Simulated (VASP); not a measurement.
# WS2 (Pnnm) in VASP: single point with PBEsol

Aim: the single point of WS2 with PBEsol.

All numbers are computed with VASP 6.6.1; they aren't measurements. Logs are shortened: lines on timing, memory, paths and dates and some standing lists are left out, and cuts for length are marked.

## (1) The cell of the first run

The structure is orthorhombic, space group Pnnm (No. 58). The conventional cell has a = 5.266 Å, b = 5.970 Å, c = 3.110 Å, α = 90.00°, β = 90.00°, γ = 90.00°. Within 3.1 Å of W (site symmetry 2/m) lie 6 S at 2.37 to 2.39 Å. Within 3.1 Å of S (site symmetry m) lie 3 W at 2.37 to 2.39 Å and 1 S at 2.68 Å.

## (2) Single point, PBEsol

The input, INCAR:

```
PREC = Accurate
ENCUT = 520
EDIFF = 1E-6
ISMEAR = -1
SIGMA = 0.03
LREAL = F
LASPH = T
NELM = 100
ALGO = Normal
ISIF = 2
LWAVE = F
LCHARG = F
GGA = PS
NBANDS = 35
```

The input, KPOINTS:

```
Automatic mesh
0
Gamma
  4 4 6
```

The input, POSCAR:

```
WS2
1.0
    5.2655880501      0.0000000000      0.0000000000
    0.0000000000      5.9702829673      0.0000000000
    0.0000000000      0.0000000000      3.1099339707
W S
2 4
Direct
    0.5000000000      0.5000000000      0.5000000000
    0.0000000000      0.0000000000      0.0000000000
    0.6965701651      0.1431121853      0.5000000000
    0.3034298349      0.8568878147      0.5000000000
    0.1965701651      0.3568878147      0.0000000000
    0.8034298349      0.6431121853      0.0000000000
```

Potentials or basis: VASP PAW PBE potentials, release 64 (W_sv, S).

Launch:

```sh
$ cat potpaw_PBE.64/W_sv/POTCAR potpaw_PBE.64/S/POTCAR > POTCAR
$ mpirun -np 1 vasp_std > vasp.out
```

OUTCAR:

```text
PREC = Accurate
   ENCUT = 520
   EDIFF = 1E-6
   ISMEAR = -1
   LREAL = F
   LASPH = T
   NELM = 100
   ISIF = 2
   GGA = PS

 ion  position               nearest neighbor table
   1  0.500  0.500  0.500-   3 2.37   4 2.37   5 2.39   6 2.39   5 2.39   6 2.39
   2  0.000  0.000  0.000-   5 2.37   6 2.37   3 2.39   4 2.39   3 2.39   4 2.39
   3  0.697  0.143  0.500-   1 2.37   2 2.39   2 2.39   4 2.68
   4  0.303  0.857  0.500-   1 2.37   2 2.39   2 2.39   3 2.68
   5  0.197  0.357  0.000-   2 2.37   1 2.39   1 2.39   6 2.68
   6  0.803  0.643  0.000-   2 2.37   1 2.39   1 2.39   5 2.68

  LATTYP: Found a simple orthorhombic cell.
 ALAT       =     3.1099339707
 B/A-ratio  =     1.6931510764
 C/A-ratio  =     1.9197458929

  Lattice vectors:

 A1 = (   0.0000000000,   0.0000000000,   3.1099339707)
 A2 = (   5.2655880501,   0.0000000000,   0.0000000000)
 A3 = (   0.0000000000,   5.9702829673,   0.0000000000)

Analysis of symmetry for initial positions (statically):
=====================================================================
 Subroutine PRICEL returns:
 Original cell was already a primitive cell.

 Routine SETGRP: Setting up the symmetry group for a
 simple orthorhombic supercell.

 Subroutine GETGRP returns: Found  8 space group operations
 (whereof  4 operations were pure point group operations)
 out of a pool of  8 trial point group operations.

The static configuration has the point symmetry C_2h.
 The point group associated with its full space group is D_2h.

Analysis of symmetry for dynamics (positions and initial velocities):
=====================================================================
 Subroutine PRICEL returns:
 Original cell was already a primitive cell.

 Routine SETGRP: Setting up the symmetry group for a
 simple orthorhombic supercell.

 Subroutine GETGRP returns: Found  8 space group operations
 (whereof  4 operations were pure point group operations)
 out of a pool of  8 trial point group operations.

The dynamic configuration has the point symmetry C_2h.
 The point group associated with its full space group is D_2h.

 Subroutine INISYM returns: Found  8 space group operations
 (whereof  4 operations are pure point group operations),
 and found     1 'primitive' translations

----------------------------------------------------------------------------------------

                                     Primitive cell

  volume of cell :      97.7672

  direct lattice vectors                    reciprocal lattice vectors
     5.265588050  0.000000000  0.000000000     0.189912312  0.000000000  0.000000000
     0.000000000  5.970282967  0.000000000     0.000000000  0.167496249  0.000000000
     0.000000000  0.000000000  3.109933971     0.000000000  0.000000000  0.321550235

  length of vectors
     5.265588050  5.970282967  3.109933971     0.189912312  0.167496249  0.321550235

  position of ions in fractional coordinates (direct lattice)
     0.500000000  0.500000000  0.500000000
     0.000000000  0.000000000  0.000000000
     0.696570165  0.143112185  0.500000000
     0.303429835  0.856887815  0.500000000
     0.196570165  0.356887815  0.000000000
     0.803429835  0.643112185  0.000000000

  ion indices of the primitive-cell ions
   primitive index   ion index
                 1           1
                 2           2
                 3           3
                 4           4
                 5           5
                 6           6

----------------------------------------------------------------------------------------

 KPOINTS: Automatic mesh

Automatic generation of k-mesh.
 Grid dimensions read from file:
 generate k-points for:    4    4    6

 Generating k-lattice:

  Cartesian coordinates                     Fractional coordinates (reciprocal lattice)
     0.047478078  0.000000000  0.000000000     0.250000000  0.000000000  0.000000000
     0.000000000  0.041874062  0.000000000     0.000000000  0.250000000  0.000000000
     0.000000000  0.000000000  0.053591706     0.000000000  0.000000000  0.166666667

  Length of vectors
     0.047478078  0.041874062  0.053591706

  Shift w.r.t. Gamma in fractional coordinates (k-lattice)
     0.000000000  0.000000000  0.000000000

 Subroutine IBZKPT returns following result:
 ===========================================

 Found     36 irreducible k-points:

 Following reciprocal coordinates:
            Coordinates               Weight
  0.000000  0.000000  0.000000      1.000000
  0.250000  0.000000  0.000000      2.000000
  0.500000  0.000000  0.000000      1.000000
  0.000000  0.250000  0.000000      2.000000
  0.250000  0.250000  0.000000      4.000000
  0.500000  0.250000  0.000000      2.000000
[... 16 lines left out ...]
  0.250000  0.250000  0.333333      8.000000
  0.500000  0.250000  0.333333      4.000000
 [... further k-points ...]
   k-points           NKPTS =     36   k-points in BZ     NKDIM =     36   number of bands    NBANDS=     35
   number of dos      NEDOS =    301   number of ions     NIONS =      6
   total plane-waves  NPLWV =  46080
   dimension x,y,z NGX =    40 NGY =   48 NGZ =   24
   dimension x,y,z NGXF=    80 NGYF=   96 NGZF=   48
   ions per type =               2   4
   NGX,Y,Z   is equivalent  to a cutoff of  12.63, 13.37, 12.83 a.u.
   NGXF,Y,Z  is equivalent  to a cutoff of  25.26, 26.73, 25.66 a.u.
 SYSTEM =  unknown system
   PREC   = accura    normal or accurate (medium, high low for compatibility)
   ISTART =      0    job   : 0-new  1-cont  2-samecut
   ICHARG =      2    charge: 1-file 2-atom 10-const
   ISPIN  =      1    spin polarized calculation?
   LNONCOLLINEAR =      F non collinear calculations
   LSORBIT =      F    spin-orbit coupling
   LASPH  =      T    aspherical Exc in radial PAW
   ENCUT  =  520.0 eV  38.22 Ry    6.18 a.u.   9.79 11.10  5.78*2*pi/ulx,y,z
   NELM   =    100;   NELMIN=  2; NELMDL= -5     # of ELM steps
   EDIFF  = 0.1E-05   stopping-criterion for ELM
   LREAL  =      F    real-space projection
   EDIFFG = 0.1E-04   stopping-criterion for IOM
   NSW    =      0    number of steps for IOM
   IBRION =     -1    ionic relax: 0-MD 1-quasi-New 2-CG
   NFREE  =      0    steps in history (QN), initial steepest desc. (CG)
   ISIF   =      2    stress and relaxation
   ISYM   =      2    0-nonsym 1-usesym 2-fastsym
   POTIM  = 0.5000    time-step for ionic-motion
   TEBEG  =    0.0;   TEEND  =   0.0 temperature during run
   PSTRESS=    0.0 pullay stress
   NELECT =      52.0000    total number of electrons
   NUPDOWN=      -1.0000    fix difference up-down
   EMIN   =  10.00;   EMAX   =-10.00  energy-range for DOS
   EFERMI =   0.00;   METHOD = LEGACY
   ISMEAR =    -1;   SIGMA  =   0.03  broadening in eV -4-tet -1-fermi 0-gaus
   EFERMI_NEDOS =   21; number of points for ismear=-14 and -15
   IALGO  =     38    algorithm
   IMIX   =      4    mixing-type and parameters
     AMIX     =   0.40;   BMIX     =  1.00
     AMIX_MAG =   1.60;   BMIX_MAG =  1.00
  volume/ion in A,a.u.               =      16.29       109.96
  Fermi-wavevector in a.u.,A,eV,Ry     =   1.326412  2.506554 23.937649  1.759368
  Thomas-Fermi vector in A             =   2.455800
   LORBIT       =      0    0 simple, 1 ext, 2 COOP (PROOUT), +10 PAW based schemes
   GGA     = PS    functional components
   LHFCALC =     F    Hartree Fock is set to
   AEXX    =    0.0000 exact exchange contribution
   IVDW    =     0    specifies the selected vdW correction
   LEPSILON=     F    determine dielectric tensor
   LRPA    =     F    only Hartree local field effects (RPA)
 non-spin polarized calculation
  energy-cutoff  :      520.00
  volume of cell :       97.77
 maximum number of plane-waves:      2656
 NGX is ok and might be reduce to    40
   NGX = 19   NGY = 23   NGZ = 11

 number of electron      52.0000003 magnetization

 Free energy of the ion-electron system (eV)
  ---------------------------------------------------
  ext. energy  EPLUGINS =         0.00000000
  ---------------------------------------------------
  free energy    TOTEN  =       -48.28313137 eV

  energy without entropy =      -48.27153161  energy(sigma->0) =      -48.27733149

 E-fermi :   8.3754     XC(G=0): -11.7378

 val. band max:        8.3652491166   @ k =   0.2500   0.0000   0.1667
 cond. band min:       8.3789797857   @ k =   0.0000   0.0000   0.1667
 fundamental gap:      0.0137306691
 Fermi energy:         8.3754222557

 k-point     1 :       0.0000    0.0000    0.0000
  band No.  band energies     occupation
      1     -65.7711      2.00000
      2     -65.7707      2.00000
      3     -30.0509      2.00000
      4     -30.0293      2.00000
      5     -30.0235      2.00000
      6     -30.0069      2.00000
[... 27 lines left out ...]
     34      13.5122      0.00000
     35      14.5594      0.00000

 k-point     2 :       0.2500    0.0000    0.0000
  band No.  band energies     occupation
      1     -65.7710      2.00000
      2     -65.7708      2.00000
      3     -30.0474      2.00000
      4     -30.0315      2.00000
      5     -30.0223      2.00000
      6     -30.0099      2.00000
[... 27 lines left out ...]
     34      13.7108      0.00000
     35      14.2547      0.00000

 k-point     3 :       0.5000    0.0000    0.0000
  band No.  band energies     occupation
      1     -65.7709      2.00000
      2     -65.7709      2.00000
      3     -30.0392      2.00000
      4     -30.0392      2.00000
      5     -30.0166      2.00000
      6     -30.0166      2.00000
[... 27 lines left out ...]
     34      12.7795      0.00000
     35      13.6831      0.00000
[... 723 lines left out ...]
 k-point    23 :       0.2500    0.2500    0.3333
  band No.  band energies     occupation
      1     -65.7620      2.00000
      2     -65.7619      2.00000
      3     -30.2144      2.00000
      4     -30.2137      2.00000
      5     -30.0176      2.00000
      6     -30.0118      2.00000
[... 27 lines left out ...]
     34      13.6767      0.00000
     35      14.4333      0.00000

 k-point    24 :       0.5000    0.2500    0.3333
  band No.  band energies     occupation
      1     -65.7620      2.00000
      2     -65.7620      2.00000
      3     -30.2140      2.00000
      4     -30.2140      2.00000
      5     -30.0151      2.00000
      6     -30.0151      2.00000
[... 27 lines left out ...]
     34      13.4031      0.00000
     35      14.8220      0.00000

 [... further k-points ...]
[... 5 lines left out ...]
  --------------------------------------------------------------------------------------
  -------------------------------------------------------------------------------------
  Total        0.2245700      0.1946284      0.0883992      0.0000000      0.0000000      0.0000000
  in kB        3.6801827      3.1895082      1.4486586      0.0000000      0.0000000      0.0000000
  external PRESSURE =       2.7727832 kB  Pullay stress =       0.0000000 kB

 VOLUME and BASIS-vectors are now :
 -----------------------------------------------------------------------------
  energy-cutoff  :      520.00
  volume of cell :       97.77
      direct lattice vectors                 reciprocal lattice vectors
     5.265588050  0.000000000  0.000000000     0.189912312  0.000000000  0.000000000
     0.000000000  5.970282967  0.000000000     0.000000000  0.167496249  0.000000000
     0.000000000  0.000000000  3.109933971     0.000000000  0.000000000  0.321550235

 POSITION                                       TOTAL-FORCE (eV/Angst)
 -----------------------------------------------------------------------------------
      2.63279      2.98514      1.55497         0.000000      0.000000      0.000000
      0.00000      0.00000      0.00000         0.000000      0.000000      0.000000
      3.66785      0.85442      1.55497        -0.001202      0.005276      0.000000
      1.59774      5.11586      1.55497         0.001202     -0.005276      0.000000
      1.03506      2.13072      0.00000        -0.001202     -0.005276      0.000000
      4.23053      3.83956      0.00000         0.001202      0.005276      0.000000
 -----------------------------------------------------------------------------------
    total drift:                               -0.000000      0.000000     -0.000000

  FREE ENERGIE OF THE ION-ELECTRON SYSTEM (eV)
  ---------------------------------------------------
  free  energy   TOTEN  =       -48.2831313743 eV

  energy  without entropy=      -48.2715316093  energy(sigma->0) =      -48.27733149
```

It took 79 s on 1 thread of Intel Xeon Platinum 8488C (Sapphire Rapids), shared host; peak memory 0.26 GiB.

What came out:

```
Free energy            : -48.2831 eV
Pressure               : 0.3 GPa
Largest force          : 0.005 eV/Å
Band gap on the k mesh : zero (band 26 reaches 8.47 eV, above the bottom of band 27 at 8.32 eV)
```

Forces in eV/Å, atoms in the order of the input:
```
W    0.000  0.000  0.000
W    0.000  0.000  0.000
S   -0.001  0.005  0.000
S    0.001 -0.005  0.000
S   -0.001 -0.005  0.000
S    0.001  0.005  0.000
```

Levels at points of the mesh, in eV from the Fermi level:
```csv
k point,band 22,band 23,band 24,band 25,band 26,band 27,band 28,band 29,band 30,band 31
"(0.00, 0.00, 0.00)",-1.77,-1.38,-0.40,-0.34,-0.28,0.03,0.20,0.57,0.91,4.28
"(0.50, 0.00, 0.00)",-1.86,-1.40,-1.40,-1.31,-1.31,1.68,1.68,1.89,1.89,3.62
"(0.00, 0.50, 0.00)",-1.80,-1.73,-1.73,-1.01,-1.01,1.60,1.60,1.78,1.78,3.59
"(0.50, 0.50, 0.00)",-2.85,-2.03,-2.03,-0.54,-0.54,0.43,0.43,2.45,2.45,4.51
"(0.00, 0.00, 0.50)",-4.46,-2.24,-2.24,-0.09,-0.09,1.89,1.89,2.79,2.79,3.09
"(0.50, 0.00, 0.50)",-3.71,-1.17,-1.17,-0.27,-0.27,-0.06,-0.06,3.08,3.08,4.27
"(0.00, 0.50, 0.50)",-2.86,-2.86,-2.86,-1.58,-1.58,1.68,1.68,3.21,3.21,3.83
"(0.50, 0.50, 0.50)",-2.90,-2.02,-2.02,-0.39,-0.39,0.91,0.91,2.95,2.95,3.78
```

Caveat: the PAW data sets were made with another functional, which shifts forces and pressure a little; spin-orbit coupling is left out, which moves the levels of the heavy elements.
